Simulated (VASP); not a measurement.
# TiPt8 (I4/mmm) in VASP: single point with r2SCAN

Aim: the single point of TiPt8 with r2SCAN.

All numbers are computed with VASP 6.6.1; they aren't measurements. Logs are shortened: lines on timing, memory, paths and dates and some standing lists are left out, and cuts for length are marked.

### 1 The cell of the first run

Symmetry: I4/mmm, No. 139, tetragonal system. Conventional cell: a = 8.413 Å, b = 8.413 Å, c = 3.934 Å, α = 90.00°, β = 90.00°, γ = 90.00°. Within 3.6 Å of Ti (site symmetry 4/mmm) lie 12 Pt at 2.75 to 2.77 Å. Pt (site symmetry m2m) has 10 Pt at 2.72 to 2.88 Å and 2 Ti at 2.75 Å within 3.6 Å. Pt (site symmetry m2m) has 1 Ti at 2.77 Å and 11 Pt at 2.77 to 2.88 Å within 3.6 Å.

### 2 Single point, r2SCAN

POSCAR reads:

```
TiPt8
1.0
   -4.2063420700      4.2063420700      1.9668411900
    4.2063420700     -4.2063420700      1.9668411900
    4.2063420700      4.2063420700     -1.9668411900
Ti Pt
1 8
Direct
    0.0000000000      0.0000000000      0.0000000000
    0.3383885238      0.3383885238      0.6767770476
    0.3383885238      0.6616114762      0.0000000000
    0.6616114762      0.6616114762      0.3232229524
    0.6616114762      0.3383885238      0.0000000000
    0.0000000000      0.3288125974      0.3288125974
    0.3288125974      0.0000000000      0.3288125974
    0.0000000000      0.6711874026      0.6711874026
    0.6711874026      0.0000000000      0.6711874026
```

INCAR.step1 reads:

```
SYSTEM = TiPt8
PREC = Accurate ; ENCUT = 520
ISMEAR = -1 ; SIGMA = 0.1
LREAL = .False. ; LASPH = .True.
NELM = 80 ; NBANDS = 56
GGA = PE ; ALGO = Normal
EDIFF = 1E-4 ; LWAVE = .True.
LCHARG = .False.
```

INCAR.step2 reads:

```
SYSTEM = TiPt8
PREC = Accurate ; ENCUT = 520
EDIFF = 1E-7 ; ISMEAR = -1
SIGMA = 0.1 ; LREAL = .False.
LASPH = .True. ; NELM = 80
ALGO = Normal ; ISIF = 2
LWAVE = .False. ; LCHARG = .True.
METAGGA = R2SCAN ; LMIXTAU = .True.
LELF = .True. ; LVHAR = .True.
NBANDS = 56 ; ISTART = 1
```

KPOINTS reads:

```
Automatic mesh
0
Gamma
  9 9 9
  0 0 0
```

Potentials or basis: VASP PAW PBE potentials, release 64 (Ti_sv, Pt).

Command:

```bash
$ cat potpaw_PBE.64/Ti_sv/POTCAR potpaw_PBE.64/Pt/POTCAR > POTCAR
$ cp INCAR.step1 INCAR
$ mpirun -np 1 vasp_std > vasp.out
$ cp INCAR.step2 INCAR
$ mpirun -np 1 vasp_std > vasp.out
```

OUTCAR:

```text
SYSTEM = TiPt8
   PREC = Accurate
   ENCUT = 520
   EDIFF = 1E-7
   ISMEAR = -1
   LREAL = .False.
   LASPH = .True.
   NELM = 80
   ISIF = 2
   METAGGA = R2SCAN
   ISTART = 1

 ion  position               nearest neighbor table
   1  0.000  0.000  0.000-   4 2.75   2 2.75   4 2.75   2 2.75   3 2.75   5 2.75   3 2.75   5 2.75
                             9 2.77   6 2.77   7 2.77   8 2.77
   2  0.338  0.338  0.677-   3 2.72   5 2.72   1 2.75   1 2.75   9 2.77   8 2.77   8 2.77   9 2.77
                             6 2.85   7 2.85   4 2.88   4 2.88
   3  0.338  0.662  0.000-   2 2.72   4 2.72   1 2.75   1 2.75   6 2.77   9 2.77   6 2.77   9 2.77
                             8 2.85   7 2.85   5 2.88   5 2.88
   4  0.662  0.662  0.323-   3 2.72   5 2.72   1 2.75   1 2.75   7 2.77   7 2.77   6 2.77   6 2.77
                             9 2.85   8 2.85   2 2.88   2 2.88
   5  0.662  0.338  0.000-   2 2.72   4 2.72   1 2.75   1 2.75   7 2.77   8 2.77   7 2.77   8 2.77
                             6 2.85   9 2.85   3 2.88   3 2.88
   6  0.000  0.329  0.329-   1 2.77   4 2.77   3 2.77   4 2.77   3 2.77   9 2.83   9 2.83   7 2.83
                             7 2.83   5 2.85   2 2.85   8 2.88
   7  0.329  0.000  0.329-   1 2.77   4 2.77   5 2.77   4 2.77   5 2.77   8 2.83   8 2.83   6 2.83
                             6 2.83   3 2.85   2 2.85   9 2.88
   8  0.000  0.671  0.671-   1 2.77   2 2.77   5 2.77   5 2.77   2 2.77   7 2.83   7 2.83   9 2.83
                             9 2.83   3 2.85   4 2.85   6 2.88
   9  0.671  0.000  0.671-   1 2.77   2 2.77   3 2.77   3 2.77   2 2.77   6 2.83   6 2.83   8 2.83
                             8 2.83   5 2.85   4 2.85   7 2.88

  LATTYP: Found a body centered tetragonal cell.
 ALAT       =     8.4126841400
 C/A-ratio  =     0.4675894536

  Lattice vectors:

 A1 = (  -4.2063420700,   4.2063420700,   1.9668411900)
 A2 = (   4.2063420700,  -4.2063420700,   1.9668411900)
 A3 = (   4.2063420700,   4.2063420700,  -1.9668411900)

Analysis of symmetry for initial positions (statically):
=====================================================================
 Subroutine PRICEL returns:
 Original cell was already a primitive cell.

 Routine SETGRP: Setting up the symmetry group for a
 body centered tetragonal supercell.

 Subroutine GETGRP returns: Found 16 space group operations
 (whereof 16 operations were pure point group operations)
 out of a pool of 16 trial point group operations.

The static configuration has the point symmetry D_4h.

Analysis of symmetry for dynamics (positions and initial velocities):
=====================================================================
 Subroutine PRICEL returns:
 Original cell was already a primitive cell.

 Routine SETGRP: Setting up the symmetry group for a
 body centered tetragonal supercell.

 Subroutine GETGRP returns: Found 16 space group operations
 (whereof 16 operations were pure point group operations)
 out of a pool of 16 trial point group operations.

The dynamic configuration has the point symmetry D_4h.

 Subroutine INISYM returns: Found 16 space group operations
 (whereof 16 operations are pure point group operations),
 and found     1 'primitive' translations

----------------------------------------------------------------------------------------

                                     Primitive cell

  volume of cell :     139.1998

  direct lattice vectors                    reciprocal lattice vectors
    -4.206342070  4.206342070  1.966841190     0.000000000  0.118868126  0.254214729
     4.206342070 -4.206342070  1.966841190     0.118868126  0.000000000  0.254214729
     4.206342070  4.206342070 -1.966841190     0.118868126  0.118868126  0.000000000

  length of vectors
     6.265388375  6.265388375  6.265388375     0.280632785  0.280632785  0.168104916

  position of ions in fractional coordinates (direct lattice)
     0.000000000  0.000000000  0.000000000
     0.338388524  0.338388524  0.676777048
     0.338388524  0.661611476  0.000000000
     0.661611476  0.661611476  0.323222952
     0.661611476  0.338388524  0.000000000
     0.000000000  0.328812597  0.328812597
     0.328812597  0.000000000  0.328812597
     0.000000000  0.671187403  0.671187403
     0.671187403  0.000000000  0.671187403

  ion indices of the primitive-cell ions
   primitive index   ion index
                 1           1
                 2           2
                 3           3
                 4           4
                 5           5
                 6           6
                 7           7
                 8           8
                 9           9

----------------------------------------------------------------------------------------

 KPOINTS: Automatic mesh

Automatic generation of k-mesh.
 Grid dimensions read from file:
 generate k-points for:    9    9    9

 Generating k-lattice:

  Cartesian coordinates                     Fractional coordinates (reciprocal lattice)
     0.000000000  0.013207570  0.028246081     0.111111111  0.000000000 -0.000000000
     0.013207570  0.000000000  0.028246081     0.000000000  0.111111111 -0.000000000
     0.013207570  0.013207570  0.000000000     0.000000000  0.000000000  0.111111111

  Length of vectors
     0.031181421  0.031181421  0.018678324

  Shift w.r.t. Gamma in fractional coordinates (k-lattice)
     0.000000000  0.000000000  0.000000000

 Subroutine IBZKPT returns following result:
 ===========================================

 Found     75 irreducible k-points:

 Following reciprocal coordinates:
            Coordinates               Weight
  0.000000  0.000000  0.000000      1.000000
  0.111111  0.000000 -0.000000      8.000000
  0.222222  0.000000 -0.000000      8.000000
  0.333333  0.000000 -0.000000      8.000000
  0.444444  0.000000 -0.000000      8.000000
  0.111111  0.111111 -0.000000      8.000000
[... 16 lines left out ...]
 -0.333333  0.333333  0.000000      4.000000
  0.444444  0.444444 -0.000000      8.000000
 [... further k-points ...]
   k-points           NKPTS =     75   k-points in BZ     NKDIM =     75   number of bands    NBANDS=     56
   number of dos      NEDOS =    301   number of ions     NIONS =      9
   total plane-waves  NPLWV = 110592
   dimension x,y,z NGX =    48 NGY =   48 NGZ =   48
   dimension x,y,z NGXF=    96 NGYF=   96 NGZF=   96
   ions per type =               1   8
   NGX,Y,Z   is equivalent  to a cutoff of  12.74, 12.74, 12.74 a.u.
   NGXF,Y,Z  is equivalent  to a cutoff of  25.47, 25.47, 25.47 a.u.
 SYSTEM =  TiPt8
   PREC   = accura    normal or accurate (medium, high low for compatibility)
   ISTART =      1    job   : 0-new  1-cont  2-samecut
   ICHARG =      0    charge: 1-file 2-atom 10-const
   ISPIN  =      1    spin polarized calculation?
   LNONCOLLINEAR =      F non collinear calculations
   LSORBIT =      F    spin-orbit coupling
   LASPH  =      T    aspherical Exc in radial PAW
   ENCUT  =  520.0 eV  38.22 Ry    6.18 a.u.  11.65 11.65 11.65*2*pi/ulx,y,z
   NELM   =     80;   NELMIN=  2; NELMDL=  0     # of ELM steps
   EDIFF  = 0.1E-06   stopping-criterion for ELM
   LREAL  =      F    real-space projection
   EDIFFG = 0.1E-05   stopping-criterion for IOM
   NSW    =      0    number of steps for IOM
   IBRION =     -1    ionic relax: 0-MD 1-quasi-New 2-CG
   NFREE  =      0    steps in history (QN), initial steepest desc. (CG)
   ISIF   =      2    stress and relaxation
   ISYM   =      2    0-nonsym 1-usesym 2-fastsym
   POTIM  = 0.5000    time-step for ionic-motion
   TEBEG  =    0.0;   TEEND  =   0.0 temperature during run
   PSTRESS=    0.0 pullay stress
   NELECT =      92.0000    total number of electrons
   NUPDOWN=      -1.0000    fix difference up-down
   EMIN   =  10.00;   EMAX   =-10.00  energy-range for DOS
   EFERMI =   0.00;   METHOD = LEGACY
   ISMEAR =    -1;   SIGMA  =   0.10  broadening in eV -4-tet -1-fermi 0-gaus
   EFERMI_NEDOS =   21; number of points for ismear=-14 and -15
   IALGO  =     38    algorithm
   IMIX   =      4    mixing-type and parameters
     AMIX     =   0.40;   BMIX     =  1.00
     AMIX_MAG =   1.60;   BMIX_MAG =  1.00
  volume/ion in A,a.u.               =      15.47       104.37
  Fermi-wavevector in a.u.,A,eV,Ry     =   1.426017  2.694781 27.667770  2.033524
  Thomas-Fermi vector in A             =   2.546339
   LORBIT       =      0    0 simple, 1 ext, 2 COOP (PROOUT), +10 PAW based schemes
   METAGGA = R2SCAN    functional components
   LHFCALC =     F    Hartree Fock is set to
   AEXX    =    0.0000 exact exchange contribution
   IVDW    =     0    specifies the selected vdW correction
   LEPSILON=     F    determine dielectric tensor
   LRPA    =     F    only Hartree local field effects (RPA)
 non-spin polarized calculation
  energy-cutoff  :      520.00
  volume of cell :      139.20
 maximum number of plane-waves:      3777
   NGX = 23   NGY = 23   NGZ = 23

 number of electron      91.9999996 magnetization

 Free energy of the ion-electron system (eV)
  ---------------------------------------------------
  ext. energy  EPLUGINS =         0.00000000
  ---------------------------------------------------
  free energy    TOTEN  =      -429.45226100 eV

  energy without entropy =     -429.19473570  energy(sigma->0) =     -429.32349835

 E-fermi :  10.5255     XC(G=0): -14.3018

 val. band max:       10.5152241530   @ k =  -0.4444   0.1111   0.0000
 cond. band min:      10.5257589551   @ k =  -0.2222  -0.4444   0.1111
 fundamental gap:      0.0105348020
 Fermi energy:        10.5254672683

 k-point     1 :       0.0000    0.0000    0.0000
  band No.  band energies     occupation
      1     -49.5203      2.00000
      2     -24.7036      2.00000
      3     -24.7035      2.00000
      4     -24.6938      2.00000
      5       0.5316      2.00000
      6       3.7589      2.00000
[... 1405 lines left out ...]
     55      13.6735      0.00000
     56      13.8741      0.00000

 [... further k-points ...]

------------------------ aborting loop because EDIFF is reached ----------------------------------------

  FORCE on cell =-STRESS in cart. coord.  units (eV):
  Direction    XX          YY          ZZ          XY          YZ          ZX
  --------------------------------------------------------------------------------------
  -------------------------------------------------------------------------------------
  Total       -3.7449201     -3.7449201     -3.6444902      0.0000000      0.0000000      0.0000000
  in kB      -43.1037130    -43.1037130    -41.9477733      0.0000000      0.0000000      0.0000000
  external PRESSURE =     -42.7183998 kB  Pullay stress =       0.0000000 kB

 VOLUME and BASIS-vectors are now :
 -----------------------------------------------------------------------------
  energy-cutoff  :      520.00
  volume of cell :      139.20
      direct lattice vectors                 reciprocal lattice vectors
    -4.206342070  4.206342070  1.966841190     0.000000000  0.118868126  0.254214729
     4.206342070 -4.206342070  1.966841190     0.118868126  0.000000000  0.254214729
     4.206342070  4.206342070 -1.966841190     0.118868126  0.118868126  0.000000000

 POSITION                                       TOTAL-FORCE (eV/Angst)
 -----------------------------------------------------------------------------------
      0.00000      0.00000      0.00000        -0.000000      0.000000     -0.000000
      2.84676      2.84676      0.00000        -0.011413     -0.011413      0.000000
      1.35959     -1.35959      1.96684         0.011413     -0.011413     -0.000000
      1.35959      1.35959      1.96684         0.011413      0.011413     -0.000000
     -1.35959      1.35959      1.96684        -0.011413      0.011413      0.000000
      2.76620      0.00000      0.00000         0.011925      0.000000     -0.000000
      0.00000      2.76620      0.00000         0.000000      0.011925     -0.000000
      5.64649      0.00000      0.00000        -0.011925      0.000000      0.000000
      0.00000      5.64649      0.00000         0.000000     -0.011925      0.000000
 -----------------------------------------------------------------------------------
    total drift:                                0.000000      0.000000     -0.000000

  FREE ENERGIE OF THE ION-ELECTRON SYSTEM (eV)
  ---------------------------------------------------
  free  energy   TOTEN  =      -429.4522609981 eV

  energy  without entropy=     -429.1947356967  energy(sigma->0) =     -429.32349835
```

Run time: 58 min. Hardware: 1 thread of Oxide Virtual Turin-like, shared host; peak memory 0.62 GiB.

What came out:

| Property | Result |
| --- | --- |
| Free energy | -429.4523 eV |
| Pressure | -4.3 GPa |
| Largest force | 0.016 eV/Å |
| Band gap on the k mesh | zero (bands 46 and 47 overlap by 1.38 eV) |

Forces on the atoms (eV/Å):
```
Ti   0.000  0.000  0.000
Pt  -0.011 -0.011  0.000
Pt   0.011 -0.011  0.000
Pt   0.011  0.011  0.000
Pt  -0.011  0.011  0.000
Pt   0.012  0.000  0.000
Pt   0.000  0.012  0.000
Pt  -0.012  0.000  0.000
Pt   0.000 -0.012  0.000
```

Caveat: the cell stands under tension; the PAW data sets were made with another functional, which shifts forces and pressure a little; spin-orbit coupling is left out, which moves the levels of the heavy elements.
